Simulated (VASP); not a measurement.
# PdPt2Se6 (P-3m1) in VASP: further runs

Runs on PdPt2Se6. Level: PBE. Tasks: single point.

Program: VASP 6.6.1. These are calculated values, not measurements. Logs are shortened: lines on timing, memory, paths and dates and some standing lists are left out, and cuts for length are marked.

### Step 1. The cell of the first run

It takes space group P-3m1 (No. 164, trigonal). The conventional cell has a = 3.944 Å, b = 3.944 Å, c = 16.081 Å, α = 90.00°, β = 90.00°, γ = 120.00°. Pd (site symmetry -3m) has 6 Se at 2.64 Å within 3.5 Å. Within 3.5 Å of Pt (site symmetry 3m) lie 6 Se at 2.64 Å. Within 3.6 Å of Se (site symmetry 3m) lie 3 Pd at 2.64 Å and 6 Se at 3.52 Å. Se (site symmetry 3m) has 3 Pt at 2.64 Å and 6 Se at 3.52 Å within 3.6 Å. Within 3.6 Å of Se (site symmetry 3m) lie 3 Pt at 2.64 Å and 6 Se at 3.52 Å.

### Step 2. Single point, PBE, collinear spin

INCAR

```
SYSTEM = PdPt2Se6
PREC = Accurate
ENCUT = 500
EDIFF = 1E-6
ISMEAR = 0
SIGMA = 0.1
LREAL = .FALSE.
LASPH = .TRUE.
NELM = 200
ALGO = Normal
ISIF = 2
LWAVE = .FALSE.
LCHARG = .FALSE.
ISPIN = 2
MAGMOM = 1 1 1 0 0 0 0 0 0
LORBIT = 11
LMAXMIX = 4
GGA = PE
NBANDS = 47
GGA_COMPAT = .FALSE.
```

KPOINTS

```
Automatic mesh
0
G
  6 6 1
  0 0 0
```

POSCAR

```
PdPt2Se6
1.0
    3.9435646400      0.0000000000      0.0000000000
   -1.9717823200      3.4152271600      0.0000000000
    0.0000000000      0.0000000000     16.0813534100
Pd Pt Se
1 2 6
Direct
    0.0000000000      0.0000000000      0.0000000000
    0.0000000000      0.0000000000      0.3333333300
    0.0000000000      0.0000000000      0.6666666700
    0.3333333300      0.6666666700      0.0833333300
    0.3333333300      0.6666666700      0.4166666700
    0.3333333300      0.6666666700      0.7500000000
    0.6666666700      0.3333333300      0.2500000000
    0.6666666700      0.3333333300      0.5833333300
    0.6666666700      0.3333333300      0.9166666700
```

Potentials or basis: VASP PAW PBE potentials, release 64 (Pd, Pt, Se).

Started as:

```bash
cat potpaw_PBE.64/Pd/POTCAR potpaw_PBE.64/Pt/POTCAR potpaw_PBE.64/Se/POTCAR > POTCAR
mpirun -np 1 vasp_std > vasp.out
```

OUTCAR:

```text
SYSTEM = PdPt2Se6
   PREC = Accurate
   ENCUT = 500
   EDIFF = 1E-6
   ISMEAR = 0
   LREAL = .FALSE.
   LASPH = .TRUE.
   NELM = 200
   ISIF = 2
   ISPIN = 2
   LORBIT = 11
   GGA = PE

 ion  position               nearest neighbor table
   1  0.000  0.000  0.000-   4 2.64   9 2.64   9 2.64   4 2.64   9 2.64   4 2.64
   2  0.000  0.000  0.333-   7 2.64   7 2.64   7 2.64   5 2.64   5 2.64   5 2.64
   3  0.000  0.000  0.667-   6 2.64   6 2.64   6 2.64   8 2.64   8 2.64   8 2.64
   4  0.333  0.667  0.083-   1 2.64   1 2.64   1 2.64
   5  0.333  0.667  0.417-   2 2.64   2 2.64   2 2.64
   6  0.333  0.667  0.750-   3 2.64   3 2.64   3 2.64
   7  0.667  0.333  0.250-   2 2.64   2 2.64   2 2.64
   8  0.667  0.333  0.583-   3 2.64   3 2.64   3 2.64
   9  0.667  0.333  0.917-   1 2.64   1 2.64   1 2.64

  LATTYP: Found a hexagonal cell.
 ALAT       =     3.9435646400
 C/A-ratio  =     4.0778724018

  Lattice vectors:

 A1 = (   3.9435646400,   0.0000000000,   0.0000000000)
 A2 = (  -1.9717823200,   3.4152271600,   0.0000000000)
 A3 = (   0.0000000000,   0.0000000000,  16.0813534100)

Analysis of symmetry for initial positions (statically):
=====================================================================
 Subroutine PRICEL returns:
 Original cell was already a primitive cell.

 Routine SETGRP: Setting up the symmetry group for a
 hexagonal supercell.

 Subroutine GETGRP returns: Found 12 space group operations
 (whereof 12 operations were pure point group operations)
 out of a pool of 24 trial point group operations.

The static configuration has the point symmetry D_3d.

Analysis of symmetry for dynamics (positions and initial velocities):
=====================================================================
 Subroutine PRICEL returns:
 Original cell was already a primitive cell.

 Routine SETGRP: Setting up the symmetry group for a
 hexagonal supercell.

 Subroutine GETGRP returns: Found 12 space group operations
 (whereof 12 operations were pure point group operations)
 out of a pool of 24 trial point group operations.

The dynamic configuration has the point symmetry D_3d.

Analysis of structural, dynamic, and magnetic symmetry:
=====================================================================
 Subroutine PRICEL returns:
 Original cell was already a primitive cell.

 Routine SETGRP: Setting up the symmetry group for a
 hexagonal supercell.

 Subroutine GETGRP returns: Found 12 space group operations
 (whereof 12 operations were pure point group operations)
 out of a pool of 24 trial point group operations.

The overall configuration has the point symmetry D_3d.

 Subroutine INISYM returns: Found 12 space group operations
 (whereof 12 operations are pure point group operations),
 and found     1 'primitive' translations

----------------------------------------------------------------------------------------

                                     Primitive cell

  volume of cell :     216.5864

  direct lattice vectors                    reciprocal lattice vectors
     3.943564640  0.000000000  0.000000000     0.253577687  0.146403146  0.000000000
    -1.971782320  3.415227160  0.000000000     0.000000000  0.292806292  0.000000000
     0.000000000  0.000000000 16.081353410     0.000000000  0.000000000  0.062183821

  length of vectors
     3.943564640  3.943564640 16.081353410     0.292806292  0.292806292  0.062183821

  position of ions in fractional coordinates (direct lattice)
     0.000000000  0.000000000  0.000000000
     0.000000000  0.000000000  0.333333330
     0.000000000  0.000000000  0.666666670
     0.333333330  0.666666670  0.083333330
     0.333333330  0.666666670  0.416666670
     0.333333330  0.666666670  0.750000000
     0.666666670  0.333333330  0.250000000
     0.666666670  0.333333330  0.583333330
     0.666666670  0.333333330  0.916666670

  ion indices of the primitive-cell ions
   primitive index   ion index
                 1           1
                 2           2
                 3           3
                 4           4
[... 45 lines left out ...]
   dimension x,y,z NGXF=    60 NGYF=   60 NGZF=  240
   ions per type =               1   2   6
   NGX,Y,Z   is equivalent  to a cutoff of  12.65, 12.65, 12.41 a.u.
   NGXF,Y,Z  is equivalent  to a cutoff of  25.29, 25.29, 24.81 a.u.
 SYSTEM =  PdPt2Se6
   PREC   = accura    normal or accurate (medium, high low for compatibility)
   ISTART =      0    job   : 0-new  1-cont  2-samecut
   ICHARG =      2    charge: 1-file 2-atom 10-const
   ISPIN  =      2    spin polarized calculation?
   LNONCOLLINEAR =      F non collinear calculations
   LSORBIT =      F    spin-orbit coupling
   LASPH  =      T    aspherical Exc in radial PAW
   ENCUT  =  500.0 eV  36.75 Ry    6.06 a.u.   7.19  7.19 29.32*2*pi/ulx,y,z
   NELM   =    200;   NELMIN=  2; NELMDL= -5     # of ELM steps
   EDIFF  = 0.1E-05   stopping-criterion for ELM
   LREAL  =      F    real-space projection
   EDIFFG = 0.1E-04   stopping-criterion for IOM
   NSW    =      0    number of steps for IOM
   IBRION =     -1    ionic relax: 0-MD 1-quasi-New 2-CG
   NFREE  =      0    steps in history (QN), initial steepest desc. (CG)
   ISIF   =      2    stress and relaxation
   ISYM   =      2    0-nonsym 1-usesym 2-fastsym
   POTIM  = 0.5000    time-step for ionic-motion
   TEBEG  =    0.0;   TEEND  =   0.0 temperature during run
   PSTRESS=    0.0 pullay stress
   NELECT =      66.0000    total number of electrons
   NUPDOWN=      -1.0000    fix difference up-down
   EMIN   =  10.00;   EMAX   =-10.00  energy-range for DOS
   EFERMI =   0.00;   METHOD = LEGACY
   ISMEAR =     0;   SIGMA  =   0.10  broadening in eV -4-tet -1-fermi 0-gaus
   EFERMI_NEDOS =   21; number of points for ismear=-14 and -15
   IALGO  =     38    algorithm
   IMIX   =      4    mixing-type and parameters
     AMIX     =   0.40;   BMIX     =  1.00
     AMIX_MAG =   1.60;   BMIX_MAG =  1.00
  volume/ion in A,a.u.               =      24.07       162.40
  Fermi-wavevector in a.u.,A,eV,Ry     =   1.101655  2.081827 16.512637  1.213645
  Thomas-Fermi vector in A             =   2.238086
   LORBIT       =     11    0 simple, 1 ext, 2 COOP (PROOUT), +10 PAW based schemes
   GGA     = PE    functional components
   LHFCALC =     F    Hartree Fock is set to
   AEXX    =    0.0000 exact exchange contribution
   IVDW    =     0    specifies the selected vdW correction
   LEPSILON=     F    determine dielectric tensor
   LRPA    =     F    only Hartree local field effects (RPA)
 spin polarized calculation
 Gauss-broadening in eV      SIGMA  =   0.10
  energy-cutoff  :      500.00
  volume of cell :      216.59
 maximum number of plane-waves:      5517
 NGX is ok and might be reduce to    30
   NGX = 15   NGY = 15   NGZ = 59

 number of electron      65.9999992 magnetization       0.0001368

 Free energy of the ion-electron system (eV)
  ---------------------------------------------------
  ext. energy  EPLUGINS =         0.00000000
  ---------------------------------------------------
  free energy    TOTEN  =       -40.79150596 eV

  energy without entropy =      -40.78054769  energy(sigma->0) =      -40.78602683

 E-fermi :   4.0140     XC(G=0):  -9.7726

 val. band max:        3.8954195429   @ k =   0.1667   0.0000   0.0000
 cond. band min:       4.0931327655   @ k =   0.3333   0.0000   0.0000
 fundamental gap:      0.1977132226
 Fermi energy:         4.0140397819

 spin component 1

 k-point     1 :       0.0000    0.0000    0.0000
  band No.  band energies     occupation
      1     -10.0419      1.00000
      2      -9.8058      1.00000
      3      -9.4674      1.00000
      4      -8.6589      1.00000
      5      -8.5679      1.00000
      6      -8.0832      1.00000
[... 325 lines left out ...]
     44      11.7645      0.00000
     45      11.7649      0.00000
 Fermi energy:         4.0140397819

 spin component 2

 k-point     1 :       0.0000    0.0000    0.0000
  band No.  band energies     occupation
      1     -10.0420      1.00000
      2      -9.8058      1.00000
      3      -9.4673      1.00000
      4      -8.6589      1.00000
      5      -8.5679      1.00000
      6      -8.0832      1.00000
[... 325 lines left out ...]
     44      11.7643      0.00000
     45      11.7645      0.00000
 [bands above 45 left out]

------------------------ aborting loop because EDIFF is reached ----------------------------------------

  FORCE on cell =-STRESS in cart. coord.  units (eV):
  Direction    XX          YY          ZZ          XY          YZ          ZX
  --------------------------------------------------------------------------------------
  -------------------------------------------------------------------------------------
  Total      -13.9826939    -13.9826939     -9.2535009      0.0000000      0.0000000      0.0000000
  in kB     -103.4356572   -103.4356572    -68.4518989      0.0000000      0.0000000      0.0000000
  external PRESSURE =     -91.7744044 kB  Pullay stress =       0.0000000 kB

 VOLUME and BASIS-vectors are now :
 -----------------------------------------------------------------------------
  energy-cutoff  :      500.00
  volume of cell :      216.59
      direct lattice vectors                 reciprocal lattice vectors
     3.943564640  0.000000000  0.000000000     0.253577687  0.146403146  0.000000000
    -1.971782320  3.415227160  0.000000000     0.000000000  0.292806292  0.000000000
     0.000000000  0.000000000 16.081353410     0.000000000  0.000000000  0.062183821

 POSITION                                       TOTAL-FORCE (eV/Angst)
 -----------------------------------------------------------------------------------
      0.00000      0.00000      0.00000        -0.000000      0.000000     -0.000000
      0.00000      0.00000      5.36045        -0.000000     -0.000000      0.006776
      0.00000      0.00000     10.72090        -0.000000      0.000000     -0.006776
     -0.00000      2.27682      1.34011        -0.000000      0.000000     -0.870146
     -0.00000      2.27682      6.70056         0.000000     -0.000000     -1.091446
     -0.00000      2.27682     12.06102         0.000000     -0.000000     -1.024089
      1.97178      1.13841      4.02034        -0.000000      0.000000      1.024089
      1.97178      1.13841      9.38079        -0.000000      0.000000      1.091446
      1.97178      1.13841     14.74124         0.000000      0.000000      0.870146
 -----------------------------------------------------------------------------------
    total drift:                                0.000000      0.000000      0.000000

  FREE ENERGIE OF THE ION-ELECTRON SYSTEM (eV)
  ---------------------------------------------------
  free  energy   TOTEN  =       -40.7915059647 eV

  energy  without entropy=      -40.7805476941  energy(sigma->0) =      -40.78602683

 total charge

# of ion       s       p       d       tot
------------------------------------------
    1        0.426   0.482   8.330   9.238
    2        0.608   0.520   7.928   9.056
    3        0.608   0.520   7.928   9.056
    4        1.491   2.154   0.033   3.678
    5        1.489   2.154   0.042   3.685
    6        1.491   2.147   0.043   3.680
    7        1.491   2.147   0.043   3.680
    8        1.489   2.154   0.042   3.685
    9        1.491   2.154   0.033   3.678
--------------------------------------------------
tot         10.583  14.431  24.421  49.435

 magnetization (x)

# of ion       s       p       d       tot
------------------------------------------
    1       -0.000   0.000  -0.000  -0.000
    2        0.000  -0.000   0.000   0.000
    3        0.000  -0.000   0.000   0.000
    4       -0.000   0.000   0.000   0.000
    5        0.000  -0.000  -0.000  -0.000
    6       -0.000   0.000  -0.000   0.000
    7       -0.000   0.000  -0.000   0.000
    8        0.000  -0.000  -0.000  -0.000
    9       -0.000   0.000   0.000   0.000
--------------------------------------------------
tot         -0.000  -0.000   0.000  -0.000
```

It took 3.6 min on 1 thread of Oxide Virtual Turin-like, shared host; peak memory 0.41 GiB.

What came out:

```yaml
Free_energy: -40.7915 eV
Pressure: -9.2 GPa
Largest_force: 1.091 eV/Å
Band_gap_on_the_k_mesh: zero (filled and empty bands overlap)
Net_moment: 0.00 μB per cell
Valence_electrons_inside_the_program's_atomic_spheres: Pd 9.24; Pt 9.06; Se 3.68, 3.69 (each value once)
```

Forces in eV/Å, atoms in the order of the input:
```
Pd   0.000  0.000  0.000
Pt   0.000  0.000  0.007
Pt   0.000  0.000 -0.007
Se   0.000  0.000 -0.870
Se   0.000  0.000 -1.091
Se   0.000  0.000 -1.024
Se   0.000  0.000  1.024
Se   0.000  0.000  1.091
Se   0.000  0.000  0.870
```

Stress tensor (GPa, compression positive):
```
-10.34   0.00   0.00
  0.00 -10.34   0.00
  0.00   0.00  -6.85
```

Caveat: the k points lie up to 0.39 Å⁻¹ apart, too coarse for converged energies and pressures of a metal; spin-orbit coupling is left out, which moves the levels of the heavy elements; forces of over 1 eV/Å act on the atoms, so gaps and moduli don't describe the material at rest.

### Step 3. Single point, PBE

This run uses another cell than the first one, of 25.67 Å³/atom.

INCAR

```
SYSTEM = PdPt2Se6
PREC = Accurate
ENCUT = 500
EDIFF = 1E-6
ISMEAR = 0
SIGMA = 0.01
LREAL = .False.
LASPH = .True.
NELM = 120
ALGO = Normal
ISIF = 2
LWAVE = .False.
LCHARG = .False.
GGA = PE
NBANDS = 43
GGA_COMPAT = .False.
```

KPOINTS

```
regular mesh
0
Gamma
  12 12 2
  0 0 0
```

POSCAR

```
PdPt2Se6
1.0
    3.7490132147      0.0000000000      0.0000000000
   -1.8745066074      3.2467406831      0.0000000000
    0.0000000000      0.0000000000     18.9769705980
Pd Pt Se
1 2 6
Direct
    0.0000000000      0.0000000000      0.0000000000
    0.0000000000      0.0000000000      0.3285776762
    0.0000000000      0.0000000000      0.6714223238
    0.3333333333      0.6666666667      0.0686916742
    0.3333333333      0.6666666667      0.3975559172
    0.3333333333      0.6666666667      0.7403314132
    0.6666666667      0.3333333333      0.2596685868
    0.6666666667      0.3333333333      0.6024440828
    0.6666666667      0.3333333333      0.9313083258
```

Potentials or basis: VASP PAW PBE potentials, release 64 (Pd, Pt, Se).

Started as:

```bash
cat potpaw_PBE.64/Pd/POTCAR potpaw_PBE.64/Pt/POTCAR potpaw_PBE.64/Se/POTCAR > POTCAR
mpirun -np 1 vasp_std > vasp.out
```

Run time: 8.7 min. Hardware: 1 thread of Oxide Virtual Turin-like, shared host; peak memory 0.49 GiB.

The run converged. Its results:

```
Free energy            : -41.5981 eV
Pressure               : 0.0 GPa
Band gap on the k mesh : 0.43 eV (least direct gap 0.76 eV)
```

Forces on the atoms (eV/Å):
```
Pd   0.000  0.000  0.000
Pt   0.000  0.000  0.000
Pt   0.000  0.000  0.000
Se   0.000  0.000  0.001
Se   0.000  0.000 -0.002
Se   0.000  0.000 -0.002
Se   0.000  0.000  0.002
Se   0.000  0.000  0.002
Se   0.000  0.000 -0.001
```

Levels at points of the mesh, in eV from the valence-band top:
```tsv
k point	band 30	band 31	band 32	band 33	band 34	band 35	band 36	band 37
(0.00, 0.00, 0.00)	-0.46	-0.19	-0.19	-0.19	1.96	1.96	2.46	2.46
(0.50, 0.00, 0.00)	-2.06	-1.96	-1.67	-1.46	1.31	1.75	1.84	1.94
(0.00, 0.00, 0.50)	-0.46	-0.38	-0.19	-0.19	1.96	1.96	2.46	2.46
(0.50, 0.00, 0.50)	-1.96	-1.90	-1.87	-1.39	1.32	1.75	1.83	1.93
```

Caveat: spin-orbit coupling is left out, which moves the levels of the heavy elements; this functional lacks dispersion, which binds layers or chains, so the pressure and a relaxed spacing across them are unreliable. A k mesh can miss the band edges.

The gap in the log of VASP goes by the Fermi energy; the results here count the filled bands.